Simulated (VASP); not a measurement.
# Ga (I4/mmm) in VASP: further runs

The runs below take Ga through relaxation of shape and atoms at fixed volume, with PBEsol.

Program: VASP 6.6.1. These are calculated values, not measurements. Logs are shortened: lines on timing, memory, paths and dates and some standing lists are left out, and cuts for length are marked.

## (1) The cell of the first run

It takes space group I4/mmm (No. 139, tetragonal). Conventional cell: a = 2.828 Å, b = 2.828 Å, c = 4.565 Å, α = 90.00°, β = 90.00°, γ = 90.00°. Ga (site symmetry 4/mmm) has 12 Ga at 2.83 to 3.03 Å within 3.7 Å.

## (2) Relaxation of shape and atoms at fixed volume, PBEsol (18.26 Å³/atom)

The input, INCAR:

```
PREC = Accurate ; ENCUT = 600
EDIFF = 1E-6 ; ISMEAR = 0
SIGMA = 0.1 ; LREAL = False
LASPH = True ; NELM = 80
ALGO = Fast ; ISIF = 4
LWAVE = False ; LCHARG = False
GGA = PS ; IBRION = 2
NSW = 50 ; EDIFFG = -0.01
```

The input, KPOINTS:

```
regular mesh
0
Gamma
  20 20 20
```

The input, POSCAR:

```
Ga
1.0
   -1.4140144502      1.4140144502      2.2827220148
    1.4140144502     -1.4140144502      2.2827220148
    1.4140144502      1.4140144502     -2.2827220148
Ga
1
Direct
    0.0000000000      0.0000000000      0.0000000000
```

Potentials or basis: VASP PAW PBE potentials, release 64 (Ga_d).

Run with:

```sh
$ cat potpaw_PBE.64/Ga_d/POTCAR > POTCAR
$ mpirun -np 1 vasp_std > vasp.out
```

OUTCAR:

```text
PREC = Accurate
   ENCUT = 600
   EDIFF = 1E-6
   ISMEAR = 0
   LREAL = False
   LASPH = True
   NELM = 80
   ISIF = 4
   GGA = PS
   IBRION = 2
   NSW = 50
   EDIFFG = -0.01

 ion  position               nearest neighbor table
   1  0.000  0.000  0.000-

  LATTYP: Found a body centered tetragonal cell.
 ALAT       =     2.8280289004
 C/A-ratio  =     1.6143555071

  Lattice vectors:

 A1 = (  -1.4140144502,   1.4140144502,   2.2827220148)
 A2 = (   1.4140144502,  -1.4140144502,   2.2827220148)
 A3 = (   1.4140144502,   1.4140144502,  -2.2827220148)

Analysis of symmetry for initial positions (statically):
=====================================================================
 Subroutine PRICEL returns:
 Original cell was already a primitive cell.

 Routine SETGRP: Setting up the symmetry group for a
 body centered tetragonal supercell.

 Subroutine GETGRP returns: Found 16 space group operations
 (whereof 16 operations were pure point group operations)
 out of a pool of 16 trial point group operations.

The static configuration has the point symmetry D_4h.

Analysis of symmetry for dynamics (positions and initial velocities):
=====================================================================
 Subroutine PRICEL returns:
 Original cell was already a primitive cell.

 Routine SETGRP: Setting up the symmetry group for a
 body centered tetragonal supercell.

 Subroutine GETGRP returns: Found 16 space group operations
 (whereof 16 operations were pure point group operations)
 out of a pool of 16 trial point group operations.

The dynamic configuration has the point symmetry D_4h.

 Subroutine INISYM returns: Found 16 space group operations
 (whereof 16 operations are pure point group operations),
 and found     1 'primitive' translations

----------------------------------------------------------------------------------------

                                     Primitive cell

  volume of cell :      18.2566

  direct lattice vectors                    reciprocal lattice vectors
    -1.414014450  1.414014450  2.282722015     0.000000000  0.353603176  0.219036745
     1.414014450 -1.414014450  2.282722015     0.353603176  0.000000000  0.219036745
     1.414014450  1.414014450 -2.282722015     0.353603176  0.353603176  0.000000000

  length of vectors
     3.034747688  3.034747688  3.034747688     0.415947474  0.415947474  0.500070407

  position of ions in fractional coordinates (direct lattice)
     0.000000000  0.000000000  0.000000000

  ion indices of the primitive-cell ions
   primitive index   ion index
                 1           1

----------------------------------------------------------------------------------------

 KPOINTS: regular mesh

Automatic generation of k-mesh.
 Grid dimensions read from file:
 generate k-points for:   20   20   20

 Generating k-lattice:

  Cartesian coordinates                     Fractional coordinates (reciprocal lattice)
     0.000000000  0.017680159  0.010951837     0.050000000 -0.000000000  0.000000000
     0.017680159  0.000000000  0.010951837    -0.000000000  0.050000000  0.000000000
     0.017680159  0.017680159  0.000000000     0.000000000  0.000000000  0.050000000

  Length of vectors
     0.020797374  0.020797374  0.025003520

  Shift w.r.t. Gamma in fractional coordinates (k-lattice)
     0.000000000  0.000000000  0.000000000

 Subroutine IBZKPT returns following result:
 ===========================================

 Found    641 irreducible k-points:

 Following reciprocal coordinates:
            Coordinates               Weight
  0.000000  0.000000  0.000000      1.000000
  0.050000  0.000000  0.000000      8.000000
  0.100000  0.000000  0.000000      8.000000
  0.150000 -0.000000  0.000000      8.000000
  0.200000  0.000000  0.000000      8.000000
  0.250000 -0.000000  0.000000      8.000000
[... 16 lines left out ...]
 -0.400000  0.050000  0.000000     16.000000
 -0.350000  0.050000 -0.000000     16.000000
 [... further k-points ...]
   k-points           NKPTS =    641   k-points in BZ     NKDIM =    641   number of bands    NBANDS=     10
   number of dos      NEDOS =    301   number of ions     NIONS =      1
   total plane-waves  NPLWV =  13824
   dimension x,y,z NGX =    24 NGY =   24 NGZ =   24
   dimension x,y,z NGXF=    48 NGYF=   48 NGZF=   48
   ions per type =               1
   NGX,Y,Z   is equivalent  to a cutoff of  13.15, 13.15, 13.15 a.u.
   NGXF,Y,Z  is equivalent  to a cutoff of  26.29, 26.29, 26.29 a.u.
 SYSTEM =  unknown system
   PREC   = accura    normal or accurate (medium, high low for compatibility)
   ISTART =      0    job   : 0-new  1-cont  2-samecut
   ICHARG =      2    charge: 1-file 2-atom 10-const
   ISPIN  =      1    spin polarized calculation?
   LNONCOLLINEAR =      F non collinear calculations
   LSORBIT =      F    spin-orbit coupling
   LASPH  =      T    aspherical Exc in radial PAW
   ENCUT  =  600.0 eV  44.10 Ry    6.64 a.u.   6.06  6.06  6.06*2*pi/ulx,y,z
   NELM   =     80;   NELMIN=  2; NELMDL= -5     # of ELM steps
   EDIFF  = 0.1E-05   stopping-criterion for ELM
   LREAL  =      F    real-space projection
   EDIFFG = -.1E-01   stopping-criterion for IOM
   NSW    =     50    number of steps for IOM
   IBRION =      2    ionic relax: 0-MD 1-quasi-New 2-CG
   NFREE  =      1    steps in history (QN), initial steepest desc. (CG)
   ISIF   =      4    stress and relaxation
   ISYM   =      2    0-nonsym 1-usesym 2-fastsym
   POTIM  = 0.5000    time-step for ionic-motion
   TEBEG  =    0.0;   TEEND  =   0.0 temperature during run
   PSTRESS=    0.0 pullay stress
   NELECT =      13.0000    total number of electrons
   NUPDOWN=      -1.0000    fix difference up-down
   EMIN   =  10.00;   EMAX   =-10.00  energy-range for DOS
   EFERMI =   0.00;   METHOD = LEGACY
   ISMEAR =     0;   SIGMA  =   0.10  broadening in eV -4-tet -1-fermi 0-gaus
   EFERMI_NEDOS =   21; number of points for ismear=-14 and -15
   IALGO  =     68    algorithm
   IMIX   =      4    mixing-type and parameters
     AMIX     =   0.40;   BMIX     =  1.00
     AMIX_MAG =   1.60;   BMIX_MAG =  1.00
  volume/ion in A,a.u.               =      18.26       123.20
  Fermi-wavevector in a.u.,A,eV,Ry     =   1.461893  2.762578 29.077451  2.137132
  Thomas-Fermi vector in A             =   2.578171
   LORBIT       =      0    0 simple, 1 ext, 2 COOP (PROOUT), +10 PAW based schemes
   GGA     = PS    functional components
   LHFCALC =     F    Hartree Fock is set to
   AEXX    =    0.0000 exact exchange contribution
   IVDW    =     0    specifies the selected vdW correction
   LEPSILON=     F    determine dielectric tensor
   LRPA    =     F    only Hartree local field effects (RPA)
 conjugate gradient relaxation of ions
 non-spin polarized calculation
 RMM-DIIS sequential band-by-band and
 Gauss-broadening in eV      SIGMA  =   0.10
  energy-cutoff  :      600.00
  volume of cell :       18.26
 maximum number of plane-waves:       633
   NGX = 13   NGY = 13   NGZ = 13

--------------------------------------- Ionic step        1  -------------------------------------------

 number of electron      12.9999993 magnetization

 Free energy of the ion-electron system (eV)
  ---------------------------------------------------
  ext. energy  EPLUGINS =         0.00000000
  ---------------------------------------------------
  free energy    TOTEN  =        -3.33328872 eV

  energy without entropy =       -3.33126804  energy(sigma->0) =       -3.33227838

------------------------ aborting loop because EDIFF is reached ----------------------------------------

  FORCE on cell =-STRESS in cart. coord.  units (eV):
  Direction    XX          YY          ZZ          XY          YZ          ZX
  --------------------------------------------------------------------------------------
  -------------------------------------------------------------------------------------
  Total       -0.1894517     -0.1894517     -0.1654419      0.0000000      0.0000000      0.0000000
  in kB      -16.6260213    -16.6260213    -14.5189562      0.0000000      0.0000000      0.0000000
  external PRESSURE =     -15.9236663 kB  Pullay stress =       0.0000000 kB
[... 55 lines left out ...]
  energy  without entropy=       -3.3312823919  energy(sigma->0) =       -3.33229346

--------------------------------------- Ionic step        3  -------------------------------------------

 number of electron      12.9999993 magnetization

 Free energy of the ion-electron system (eV)
  ---------------------------------------------------
  ext. energy  EPLUGINS =         0.00000000
  ---------------------------------------------------
  free energy    TOTEN  =        -3.33332110 eV

  energy without entropy =       -3.33129313  energy(sigma->0) =       -3.33230711

 E-fermi :   5.7277     XC(G=0): -11.3155

 val. band max:        5.7234483192   @ k =  -0.4000  -0.4000   0.1000
 cond. band min:       5.7392723215   @ k =   0.2500   0.2500   0.2000
 fundamental gap:      0.0158240023
 Fermi energy:         5.7277077545

 k-point     1 :       0.0000    0.0000    0.0000
  band No.  band energies     occupation
      1      -9.2628      2.00000
      2      -9.1182      2.00000
      3      -9.1160      2.00000
      4      -9.1160      2.00000
      5      -8.9641      2.00000
      6      -5.5990      2.00000
      7      18.2125      0.00000
      8      18.3084      0.00000
      9      18.3084      0.00000
     10      21.8215      0.00000
[... 287 lines left out ...]
 k-point    24 :      -0.3500    0.0500   -0.0000
  band No.  band energies     occupation
      1      -9.2242      2.00000
      2      -9.2035      2.00000
      3      -9.0870      2.00000
      4      -8.9863      2.00000
      5      -8.9569      2.00000
      6      -2.4862      2.00000
      7       6.3700      0.00000
      8      14.1419      0.00000
      9      17.1701      0.00000
     10      18.8840      0.00000

 [... further k-points ...]
[... 5 lines left out ...]
  --------------------------------------------------------------------------------------
  -------------------------------------------------------------------------------------
  Total       -0.1813456     -0.1813456     -0.1827210      0.0000000     -0.0000000      0.0000000
  in kB      -15.9146431    -15.9146431    -16.0353474      0.0000000     -0.0000000      0.0000000
  external PRESSURE =     -15.9548779 kB  Pullay stress =       0.0000000 kB
[... 16 lines left out ...]
  FREE ENERGIE OF THE ION-ELECTRON SYSTEM (eV)
  ---------------------------------------------------
  free  energy   TOTEN  =        -3.3333210950 eV

  energy  without entropy=       -3.3312931310  energy(sigma->0) =       -3.33230711

 reached required accuracy - stopping structural energy minimisation
```

It took 2.7 min on 1 thread of Intel Xeon 8259CL, shared host; peak memory 0.27 GiB.

Results:

* Free energy: -3.3333 eV
* Energy gained by relaxing: 0.0 meV/atom
* Ionic steps: 3
* Pressure after relaxing: -1.6 GPa
* Band gap on the k mesh: zero (an odd number of electrons rules out a gap without spin polarisation)

Final structure:
```yaml
crystal:
  lattice:
    - [-1.41183, 1.41183, 2.28978]
    - [1.41183, -1.41183, 2.28978]
    - [1.41183, 1.41183, -2.28978]
  atoms:
    - { symbol: Ga, position: [0.00000, 0.00000, 0.00000] }
```

Caveat: the PAW data sets were made with another functional, which shifts forces and pressure a little.

## (3) Relaxation of shape and atoms at fixed volume, PBEsol (18.79 Å³/atom)

This run uses another cell than the first one, of 18.79 Å³/atom.

The input, INCAR:

```
PREC = Accurate
ENCUT = 600
EDIFF = 1E-6
ISMEAR = 0
SIGMA = 0.1
LREAL = False
LASPH = True
NELM = 60
ALGO = Fast
ISIF = 4
LWAVE = False
LCHARG = False
GGA = PS
IBRION = 2
NSW = 50
EDIFFG = -0.01
```

KPOINTS is that of step 2.

The input, POSCAR:

```
Ga
1.0
   -1.4265682858      1.4265682858      2.3080447937
    1.4265682858     -1.4265682858      2.3080447937
    1.4265682858      1.4265682858     -2.3080447937
Ga
1
Direct
    0.0000000000      0.0000000000      0.0000000000
```

Potentials or basis: VASP PAW PBE potentials, release 64 (Ga_d).

Run with:

```sh
$ cat potpaw_PBE.64/Ga_d/POTCAR > POTCAR
$ mpirun -np 1 vasp_std > vasp.out
```

It took 3 min on 1 thread of Intel Xeon 8259CL, shared host; peak memory 0.27 GiB.

Results (log left out):

```yaml
Free_energy: -3.3257 eV
Energy_gained_by_relaxing: 0.1 meV/atom
Ionic_steps: 3
Pressure_after_relaxing: -3.0 GPa
Band_gap_on_the_k_mesh: zero (an odd number of electrons rules out a gap without spin polarisation)
```

Stress tensor (GPa, compression positive):
```
-3.00  0.00  0.00
 0.00 -3.00  0.00
 0.00  0.00 -2.93
```

The path:
```tsv
step	energy change (eV)	largest force (eV/Å)	pressure (GPa)	volume (Å³)
1	0.0000	0.0000	-2.99	18.79
2	0.0000	0.0000	-3.02	18.79
3	-0.0001	0.0000	-2.98	18.79
```

Final structure:
```xyz
1
Lattice="-1.4233 1.4233 2.3187 1.4233 -1.4233 2.3187 1.4233 1.4233 -2.3187" Properties=species:S:1:pos:R:3 pbc="T T T"
Ga    0.0000    0.0000    0.0000
```

Levels at points of the mesh, in eV from the Fermi level:
| k point | band 3 | band 4 | band 5 | band 6 | band 7 | band 8 | band 9 | band 10 |
| --- | --- | --- | --- | --- | --- | --- | --- | --- |
| (0.00, 0.00, 0.00) | -14.81 | -14.81 | -14.67 | -11.09 | 12.13 | 12.28 | 12.28 | 15.82 |
| (0.50, 0.00, 0.00) | -14.79 | -14.65 | -14.61 | -4.90 | -3.97 | 7.90 | 11.56 | 11.88 |
| (0.50, 0.50, 0.00) | -14.66 | -14.65 | -14.53 | -1.95 | -1.33 | 3.77 | 4.87 | 7.70 |
| (0.50, 0.50, 0.50) | -14.62 | -14.62 | -14.62 | -4.20 | -3.56 | 6.57 | 6.57 | 9.77 |

Caveat: the PAW data sets were made with another functional, which shifts forces and pressure a little.
